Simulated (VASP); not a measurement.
A run of VASP 6.6.1 is set up as follows.

Contents of INCAR:

```
PREC     = Accurate       # precision mode
ENCUT    = 500            # plane-wave cutoff, eV
EDIFF    = 1E-7           # SCF threshold, eV
ISMEAR   = 0              # smearing method
SIGMA    = 0.1            # smearing width, eV
LREAL    = F              # projectors in reciprocal space
LASPH    = T              # aspherical terms in the spheres
NELM     = 120            # most SCF steps
ALGO     = Normal         # electronic algorithm
ISIF     = 3              # what is computed and relaxed
LWAVE    = F              # write WAVECAR
LCHARG   = F              # write CHGCAR
GGA      = PS             # functional
IBRION   = 2              # ionic algorithm
NSW      = 100            # ionic steps
EDIFFG   = -0.01          # ionic threshold
GGA_COMPAT= F            
NELMIN   = 4
```

KPOINTS

```
Automatic mesh
0
Gamma
  12 12 12
```

POSCAR

```
Cs
1.0
   -3.1284650614      3.1284650614      3.1284650614
    3.1284650614     -3.1284650614      3.1284650614
    3.1284650614      3.1284650614     -3.1284650614
Cs
1
Direct
    0.0000000000      0.0000000000      0.0000000000
```

Potentials or basis: VASP PAW PBE potentials, release 64 (Cs_sv).

Command:

```sh
$ cat potpaw_PBE.64/Cs_sv/POTCAR > POTCAR
$ mpirun -np 1 vasp_std > vasp.out
```

Problem. Predict the band gap on the k mesh.

Solution. Zero (an odd number of electrons rules out a gap without spin polarisation).

Problem. What does it give for the space group after relaxing (to 0.1 Å)?

Solution. Im-3m (No. 229).

Problem. Predict the relaxed cell.

Solution. a = 5.196 Å, b = 5.196 Å, c = 5.196 Å, α = 109.47°, β = 109.47°, γ = 109.47°.

Final structure:
```
CELL_PARAMETERS angstrom
-2.99988 2.99988 2.99988
2.99988 -2.99988 2.99988
2.99988 2.99988 -2.99988
ATOMIC_POSITIONS crystal
Cs 0.00000 0.00000 0.00000
```

Caveat: spin-orbit coupling is left out, which moves the levels of the heavy elements.
